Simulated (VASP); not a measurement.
# Mg64O64F (a cell with a defect) in VASP: single point with PBE

Aim: the single point of Mg64O64F (a cell with a defect) with PBE.

Program: VASP 6.6.1. These are calculated values, not measurements. Logs are shortened: lines on timing, memory, paths and dates and some standing lists are left out, and cuts for length are marked.

## Step 1: The cell of the first run

The cell holds a defect, 129 atoms: a = 12.033 Å, b = 12.033 Å, c = 12.033 Å, α = 60.00°, β = 60.00°, γ = 60.00°.

## Step 2: Single point, PBE

Input file INCAR:

```
SYSTEM = Mg64O64F
  PREC = Accurate
  ENCUT = 520
  EDIFF = 1E-6
  ISMEAR = -1
  SIGMA = 0.01
  LREAL = Auto
  LASPH = .TRUE.
  NELM = 60
  ALGO = Normal
  ISIF = 2
  LWAVE = .FALSE.
  LCHARG = .FALSE.
  GGA = PE
  NELECT = 520.0
  NBANDS = 330
```

Input file KPOINTS:

```
regular mesh
0
G
  1 1 1
  0 0 0
```

Input file POSCAR:

```
Mg64O64F
1.0
    0.0000000000      8.5087624600      8.5087624600
    8.5087624600      0.0000000000      8.5087624600
    8.5087624600      8.5087624600      0.0000000000
Mg O F
64 64 1
Direct
    0.0008501236      0.0022375169     -0.0007696184
    0.0008270298      0.0023116170      0.2475606776
   -0.0001818126      0.0014628449      0.4975443867
   -0.0001821064      0.0015884214      0.7511498329
    0.0024638131      0.2511845888     -0.0018486825
    0.0009577186      0.2515502119      0.2479131378
[... 121 lines left out ...]
    0.8721811233      0.8790860052      0.8757798840
    0.0775374801      0.5779799381      0.7962430532
```

Potentials or basis: VASP PAW PBE potentials, release 64 (Mg, O, F).

Run with:

```bash
$ cat potpaw_PBE.64/Mg/POTCAR potpaw_PBE.64/O/POTCAR potpaw_PBE.64/F/POTCAR > POTCAR
$ mpirun -np 1 vasp_gam > vasp.out
```

OUTCAR:

```text
SYSTEM = Mg64O64F
   PREC = Accurate
   ENCUT = 520
   EDIFF = 1E-6
   ISMEAR = -1
   LREAL = Auto
   LASPH = .TRUE.
   NELM = 60
   ISIF = 2
   GGA = PE
   NELECT = 520.0

 ion  position               nearest neighbor table
   1  0.001  0.002  0.999-  80 2.08  68 2.09  77 2.12 113 2.12 116 2.13 125 2.15  13 2.97  20 2.99
                             2 2.99  17 2.99   4 3.00   5 3.00  53 3.00   8 3.00  29 3.02  50 3.02
   2  0.001  0.002  0.248-  78 2.08  65 2.09  77 2.12 113 2.12 114 2.13 126 2.15  15 2.96  18 2.99
                             1 2.99  17 2.99   3 3.00   5 3.00  54 3.00   6 3.00  30 3.02  50 3.02
   3  1.000  0.001  0.498-  66 2.11  78 2.11 114 2.12 127 2.13 115 2.14  79 2.14  16 2.93  18 2.99
                             2 3.00  55 3.00  19 3.00  51 3.01   6 3.01   7 3.01  31 3.02  15 3.02
   4  1.000  0.002  0.751-  67 2.11  80 2.12 116 2.12 128 2.13 115 2.14  79 2.14  16 2.93  20 2.99
                             1 3.00  56 3.00  19 3.00   8 3.01  49 3.01   7 3.01  32 3.02  13 3.02
   5  0.002  0.251  0.998-  72 1.99 117 2.13 120 2.14 113 2.14  68 2.14  65 2.14  24 2.99  21 2.99
                             2 3.00   6 3.00   8 3.00   1 3.00  17 3.00  53 3.01  54 3.01  57 3.02
   6  0.001  0.252  0.248-  69 2.11 117 2.12  65 2.12 118 2.13 114 2.14  66 2.14  21 2.99   5 3.00
                            22 3.00  54 3.00  58 3.00   2 3.00   3 3.01  10 3.01  18 3.01  55 3.01
   7  0.000  0.250  0.500-  70 2.11  66 2.12  67 2.12 118 2.13 115 2.13 119 2.13  22 3.00  23 3.00
                            55 3.00  56 3.00   4 3.01   3 3.01  59 3.01  11 3.01  10 3.01  19 3.01
   8  0.001  0.252  0.749-  71 2.11 120 2.12  68 2.12 119 2.13 116 2.14  67 2.14  24 2.99  23 3.00
                             5 3.00  53 3.00  60 3.00   1 3.00   4 3.01  20 3.01  11 3.01  56 3.01
   9  0.006  0.506  0.996- 129 1.96 121 2.14  69 2.14 117 2.20  76 2.22  72 2.31 124 2.31  10 2.99
                            13 3.00  25 3.00  21 3.04  61 3.04  58 3.05   6 3.05  28 3.05  16 3.05
  10  0.001  0.501  0.250-  73 2.11 121 2.13  69 2.13  70 2.13 122 2.13 118 2.14  13 2.99  25 2.99
                            11 2.99   9 2.99  26 3.00  14 3.00   6 3.01  58 3.01   7 3.01  59 3.01
  11  0.001  0.501  0.498-  74 2.11 122 2.13  70 2.13  71 2.13 123 2.13 119 2.14  12 2.98  10 2.99
                            15 2.99  27 2.99  14 2.99  26 2.99   7 3.01  59 3.01   8 3.01  60 3.01
  12  0.006  0.506  0.741- 129 1.95  71 2.14 123 2.14 120 2.20  75 2.23  72 2.33 124 2.33  11 2.98
                            15 2.99  27 2.99  24 3.04  64 3.04   8 3.04  60 3.04  28 3.06  16 3.06
  13  0.999  0.753  0.006-  76 1.92 125 2.08  80 2.15 121 2.15  73 2.15 128 2.19  14 2.92  29 2.96
                             1 2.97  62 2.99  10 2.99   9 3.00  32 3.00  49 3.00   4 3.02  25 3.06
  14  0.000  0.750  0.250-  74 2.05  73 2.06 125 2.13 126 2.13  77 2.14 122 2.14  13 2.92  15 2.92
                            11 2.99  10 3.00  29 3.00  30 3.00  26 3.01  50 3.02  62 3.02  63 3.02
  15  0.999  0.754  0.491-  75 1.92 126 2.07  78 2.15 123 2.15  74 2.16 127 2.19  14 2.92  30 2.96
                             2 2.96  63 2.99  11 2.99  12 2.99  51 2.99  31 3.00   3 3.02  27 3.06
[... 160 lines left out ...]
 127  0.872  0.879  0.623-  16 2.05  51 2.10   3 2.13  52 2.13  64 2.15  15 2.19
 128  0.872  0.879  0.876-  16 2.05  49 2.10   4 2.13  52 2.13  61 2.16  13 2.19
 129  0.078  0.578  0.796-  16 1.86  28 1.87  12 1.95   9 1.96

  LATTYP: Found a face centered cubic cell.
 ALAT       =    17.0175249200

  Lattice vectors:

 A1 = (   0.0000000000,   8.5087624600,   8.5087624600)
 A2 = (   8.5087624600,   0.0000000000,   8.5087624600)
 A3 = (   8.5087624600,   8.5087624600,   0.0000000000)

Analysis of symmetry for initial positions (statically):
=====================================================================
 Subroutine PRICEL returns:
 Original cell was already a primitive cell.

 Routine SETGRP: Setting up the symmetry group for a
 face centered cubic supercell.

 Subroutine GETGRP returns: Found  1 space group operations
 (whereof  1 operations were pure point group operations)
 out of a pool of 48 trial point group operations.

The static configuration has the point symmetry C_1 .

Analysis of symmetry for dynamics (positions and initial velocities):
=====================================================================
 Subroutine PRICEL returns:
 Original cell was already a primitive cell.

 Routine SETGRP: Setting up the symmetry group for a
 face centered cubic supercell.

 Subroutine GETGRP returns: Found  1 space group operations
 (whereof  1 operations were pure point group operations)
 out of a pool of 48 trial point group operations.

The dynamic configuration has the point symmetry C_1 .

 Subroutine INISYM returns: Found  1 space group operations
 (whereof  1 operations are pure point group operations),
 and found     1 'primitive' translations

----------------------------------------------------------------------------------------

                                     Primitive cell

  volume of cell :    1232.0524

  direct lattice vectors                    reciprocal lattice vectors
     0.000000000  8.508762460  8.508762460    -0.058762952  0.058762952  0.058762952
     8.508762460  0.000000000  8.508762460     0.058762952 -0.058762952  0.058762952
     8.508762460  8.508762460  0.000000000     0.058762952  0.058762952 -0.058762952

  length of vectors
    12.033207270 12.033207270 12.033207270     0.101780418  0.101780418  0.101780418

  position of ions in fractional coordinates (direct lattice)
     0.000850124  0.002237517  0.999230382
     0.000827030  0.002311617  0.247560678
     0.999818187  0.001462845  0.497544387
     0.999817894  0.001588421  0.751149833
     0.002463813  0.251184589  0.998151318
     0.000957719  0.251550212  0.247913138
[... 121 lines left out ...]
     0.872181123  0.879086005  0.875779884
     0.077537480  0.577979938  0.796243053

  ion indices of the primitive-cell ions
   primitive index   ion index
                 1           1
                 2           2
                 3           3
                 4           4
                 5           5
                 6           6
[... 19 lines left out ...]
                26          26
                27          27
   k-points           NKPTS =      1   k-points in BZ     NKDIM =      1   number of bands    NBANDS=    330
   number of dos      NEDOS =    301   number of ions     NIONS =    129
   total plane-waves  NPLWV = 729000
   dimension x,y,z NGX =    90 NGY =   90 NGZ =   90
   dimension x,y,z NGXF=   180 NGYF=  180 NGZF=  180
   ions per type =              64  64   1
   NGX,Y,Z   is equivalent  to a cutoff of  12.43, 12.43, 12.43 a.u.
   NGXF,Y,Z  is equivalent  to a cutoff of  24.87, 24.87, 24.87 a.u.
 SYSTEM =  Mg64O64F
   PREC   = accura    normal or accurate (medium, high low for compatibility)
   ISTART =      0    job   : 0-new  1-cont  2-samecut
   ICHARG =      2    charge: 1-file 2-atom 10-const
   ISPIN  =      1    spin polarized calculation?
   LNONCOLLINEAR =      F non collinear calculations
   LSORBIT =      F    spin-orbit coupling
   LASPH  =      T    aspherical Exc in radial PAW
   ENCUT  =  520.0 eV  38.22 Ry    6.18 a.u.  22.37 22.37 22.37*2*pi/ulx,y,z
   NELM   =     60;   NELMIN=  2; NELMDL= -5     # of ELM steps
   EDIFF  = 0.1E-05   stopping-criterion for ELM
   LREAL  =      T    real-space projection
   EDIFFG = 0.1E-04   stopping-criterion for IOM
   NSW    =      0    number of steps for IOM
   IBRION =     -1    ionic relax: 0-MD 1-quasi-New 2-CG
   NFREE  =      0    steps in history (QN), initial steepest desc. (CG)
   ISIF   =      2    stress and relaxation
   ISYM   =      2    0-nonsym 1-usesym 2-fastsym
   POTIM  = 0.5000    time-step for ionic-motion
   TEBEG  =    0.0;   TEEND  =   0.0 temperature during run
   PSTRESS=    0.0 pullay stress
   NELECT =     520.0000    total number of electrons
   NUPDOWN=      -1.0000    fix difference up-down
   EMIN   =  10.00;   EMAX   =-10.00  energy-range for DOS
   EFERMI =   0.00;   METHOD = LEGACY
   ISMEAR =    -1;   SIGMA  =   0.01  broadening in eV -4-tet -1-fermi 0-gaus
   EFERMI_NEDOS =   21; number of points for ismear=-14 and -15
   IALGO  =     38    algorithm
   IMIX   =      4    mixing-type and parameters
     AMIX     =   0.40;   BMIX     =  1.00
     AMIX_MAG =   1.60;   BMIX_MAG =  1.00
  volume/ion in A,a.u.               =       9.55        64.45
  Fermi-wavevector in a.u.,A,eV,Ry     =   1.228003  2.320590 20.517479  1.507992
  Thomas-Fermi vector in A             =   2.362945
   LORBIT       =      0    0 simple, 1 ext, 2 COOP (PROOUT), +10 PAW based schemes
   GGA     = PE    functional components
   LHFCALC =     F    Hartree Fock is set to
   AEXX    =    0.0000 exact exchange contribution
   IVDW    =     0    specifies the selected vdW correction
   LEPSILON=     F    determine dielectric tensor
   LRPA    =     F    only Hartree local field effects (RPA)
 non-spin polarized calculation
  energy-cutoff  :      520.00
  volume of cell :     1232.05
 maximum number of plane-waves:     16612
 NGX is ok and might be reduce to    90
   NGX = 45   NGY = 45   NGZ = 45

 number of electron     519.9999942 magnetization

 Free energy of the ion-electron system (eV)
  ---------------------------------------------------
  ext. energy  EPLUGINS =         0.00000000
  ---------------------------------------------------
  free energy    TOTEN  =      -756.92042134 eV

  energy without entropy =     -756.92042134  energy(sigma->0) =     -756.92042134

 E-fermi :   4.5529     XC(G=0): -10.9737

 val. band max:        4.2142883982   @ k =   0.0000   0.0000   0.0000
 cond. band min:       7.4783938897   @ k =   0.0000   0.0000   0.0000
 fundamental gap:      3.2641054915
 Fermi energy:         4.5529093416

 k-point     1 :       0.0000    0.0000    0.0000
  band No.  band energies     occupation
      1     -19.5750      2.00000
      2     -14.1383      2.00000
      3     -13.6301      2.00000
      4     -13.6171      2.00000
      5     -13.6159      2.00000
      6     -13.5894      2.00000
[... 264 lines left out ...]
    271      10.7084      0.00000
    272      10.7183      0.00000
 [bands above 272 left out]

------------------------ aborting loop because EDIFF is reached ----------------------------------------

  FORCE on cell =-STRESS in cart. coord.  units (eV):
  Direction    XX          YY          ZZ          XY          YZ          ZX
  --------------------------------------------------------------------------------------
  -------------------------------------------------------------------------------------
  Total       22.9589586     22.8803150     14.5331079      2.0290429     -0.0245264     -0.0537780
  in kB       29.8561342     29.7538649     18.8990461      2.6385943     -0.0318944     -0.0699336
  external PRESSURE =      26.1696817 kB  Pullay stress =       0.0000000 kB

 VOLUME and BASIS-vectors are now :
 -----------------------------------------------------------------------------
  energy-cutoff  :      520.00
  volume of cell :     1232.05
      direct lattice vectors                 reciprocal lattice vectors
     0.000000000  8.508762460  8.508762460    -0.058762952  0.058762952  0.058762952
     8.508762460  0.000000000  8.508762460     0.058762952 -0.058762952  0.058762952
     8.508762460  8.508762460  0.000000000     0.058762952  0.058762952 -0.058762952

 POSITION                                       TOTAL-FORCE (eV/Angst)
 -----------------------------------------------------------------------------------
      8.52125      8.50945      0.02627        -0.013528      0.001598      0.001866
      2.12610      2.11347      0.02671        -0.001457      0.015278     -0.000818
      4.24593     12.74070      8.51966        -0.005267      0.006968     -0.002127
      6.40487     14.89857      8.52073        -0.009935      0.005447     -0.002103
     10.63030      8.51400      2.15823        -0.013484      0.016680     -0.014708
      4.24982      2.11758      2.14853        -0.002451      0.004365     -0.004488
[... 121 lines left out ...]
     14.93174     14.87299     14.90112        -0.010851      0.003552      0.006630
     11.69294      7.43479      5.57764         0.005629      0.021991     -0.315542
 -----------------------------------------------------------------------------------
    total drift:                                0.000648      0.000308      0.004669

  FREE ENERGIE OF THE ION-ELECTRON SYSTEM (eV)
  ---------------------------------------------------
  free  energy   TOTEN  =      -756.9204213408 eV

  energy  without entropy=     -756.9204213408  energy(sigma->0) =     -756.92042134
```

Run time: 23 min. Hardware: 1 thread of Intel Xeon Platinum 8259CL at 2.50GHz (Skylake/Cascade Lake), shared host; peak memory 1.4 GiB.

What came out:

| Property | Result |
| --- | --- |
| Free energy | -756.9204 eV |
| Largest force | 0.316 eV/Å |

Forces in eV/Å, atoms in the order of the input:
```
Mg  -0.014  0.002  0.002
Mg  -0.001  0.015 -0.001
Mg  -0.005  0.007 -0.002
Mg  -0.010  0.005 -0.002
Mg  -0.013  0.017 -0.015
Mg  -0.002  0.004 -0.004
Mg   0.000  0.000  0.002
Mg  -0.008  0.002 -0.006
Mg  -0.001 -0.002 -0.058
Mg  -0.001 -0.001  0.003
Mg  -0.001  0.000 -0.001
Mg   0.006  0.002 -0.071
Mg  -0.044 -0.006  0.008
Mg  -0.007  0.008  0.005
Mg   0.002  0.045  0.006
Mg  -0.076  0.057  0.003
Mg   0.000 -0.001  0.004
Mg  -0.001 -0.011  0.005
Mg   0.007 -0.009  0.012
Mg   0.009  0.001  0.003
Mg  -0.012 -0.006  0.000
Mg   0.005 -0.010  0.007
Mg   0.011 -0.004  0.008
Mg   0.005  0.011 -0.001
Mg  -0.006 -0.043  0.009
Mg   0.008 -0.006  0.005
Mg   0.044  0.003  0.006
Mg   0.062 -0.075  0.001
Mg  -0.005 -0.004  0.004
Mg   0.001  0.001  0.011
Mg  -0.003  0.000  0.065
Mg   0.001  0.003  0.054
Mg  -0.008 -0.008  0.006
Mg  -0.003 -0.003  0.010
Mg   0.002  0.002  0.008
Mg   0.007  0.007  0.009
Mg  -0.003 -0.011  0.006
Mg   0.004 -0.005  0.002
Mg   0.012  0.003  0.006
Mg   0.011 -0.011 -0.002
Mg   0.002 -0.013  0.001
Mg   0.015 -0.002 -0.001
Mg   0.007 -0.005 -0.003
Mg   0.006 -0.010 -0.003
Mg  -0.001  0.000  0.004
Mg  -0.011 -0.001  0.006
Mg  -0.008  0.007  0.013
Mg   0.002  0.010  0.003
Mg  -0.010 -0.004  0.006
Mg  -0.004  0.004  0.001
Mg   0.003  0.011  0.006
Mg  -0.012  0.011 -0.002
Mg  -0.005 -0.006 -0.001
Mg   0.005  0.005 -0.002
Mg   0.003  0.003 -0.005
Mg  -0.003 -0.003 -0.004
Mg   0.018 -0.014 -0.016
Mg   0.004 -0.003 -0.004
Mg   0.000  0.001  0.001
Mg   0.002 -0.007 -0.006
Mg  -0.007 -0.011 -0.001
Mg  -0.010  0.005  0.007
Mg  -0.004  0.011  0.008
Mg   0.011  0.005 -0.002
O    0.001  0.015 -0.014
O    0.001  0.002  0.013
O    0.000 -0.003  0.010
O   -0.014 -0.001 -0.012
O    0.005  0.000  0.010
O   -0.003  0.001  0.005
O    0.004 -0.004  0.013
O   -0.062  0.055 -0.061
O   -0.017 -0.016  0.004
O    0.031  0.032  0.006
O    0.086  0.079  0.052
O   -0.067 -0.071  0.059
O   -0.001  0.004 -0.005
O    0.000  0.003  0.003
O   -0.006  0.005  0.018
O   -0.003  0.000  0.013
O    0.007 -0.005  0.006
O    0.004 -0.004  0.011
O    0.002 -0.002  0.005
O   -0.012  0.014  0.000
O    0.002 -0.010 -0.002
O    0.011  0.000  0.002
O    0.006 -0.009  0.003
O    0.004 -0.012  0.007
O    0.003 -0.001 -0.005
O    0.003  0.000  0.002
O    0.006 -0.008  0.018
O   -0.001 -0.003  0.013
O    0.003  0.002 -0.001
O    0.002  0.001  0.014
O   -0.001 -0.001  0.015
O   -0.002 -0.003  0.008
O   -0.001 -0.001  0.001
O    0.000  0.000  0.007
O   -0.005 -0.006  0.006
O    0.002  0.001  0.008
O    0.002  0.003 -0.006
O   -0.001  0.000 -0.001
O    0.001  0.001  0.006
O   -0.005 -0.003 -0.003
O    0.015  0.000 -0.014
O    0.002  0.001  0.013
O   -0.003  0.000  0.010
O   -0.002 -0.014 -0.012
O   -0.005  0.007  0.006
O   -0.004  0.003  0.012
O   -0.002  0.003  0.006
O    0.013 -0.011 -0.001
O    0.003  0.002 -0.006
O    0.000 -0.002 -0.001
O    0.002  0.001  0.006
O   -0.003 -0.005 -0.002
O    0.000  0.000 -0.010
O    0.000 -0.001 -0.001
O    0.000  0.000  0.000
O   -0.003 -0.003 -0.009
O    0.001  0.005  0.009
O    0.001 -0.003  0.005
O   -0.005  0.005  0.013
O    0.053 -0.062 -0.059
O   -0.011  0.002 -0.002
O    0.000  0.012  0.002
O   -0.007  0.007  0.003
O   -0.011  0.004  0.007
F    0.006  0.022 -0.316
```

Caveat: the k points lie up to 0.64 Å⁻¹ apart; the cell carries a net charge on a neutralising background, which shifts energy and pressure; the cell is charged against a uniform background, so pressure and absolute levels hang on convention.
